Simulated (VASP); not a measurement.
EuO:

```
Eu O
1.0
     0.00000    2.57195    2.57195
     2.57195    0.00000    2.57195
     2.57195    2.57195    0.00000
Eu O
1 1
Direct
  0.00000 0.00000 0.00000
  0.50000 0.50000 0.50000
```

Program: VASP 6.6.1. Alike in all runs: task single point; potentials or basis VASP PAW PBE potentials, release 64 (Eu, O); spin collinear, ferromagnetic start; cell as given; k mesh 8 × 8 × 8; cutoff (eV) 600; smearing methfessel-paxton 0.1 eV.

Q: Order these runs on this cell by their pressure, lowest first.
A. level LDA
B. level PBE
C. level RPBE
D. level PBEsol

A: A (-13.3 GPa), D (-9.5 GPa), B (-4.4 GPa), C (-0.9 GPa).

Caveats: a cell with one magnetic atom can't hold antiferromagnetic order, which such compounds often take; the PAW data sets were made with another functional, which shifts forces and pressure a little (at least some runs); the cell stands under tension (at least some runs).
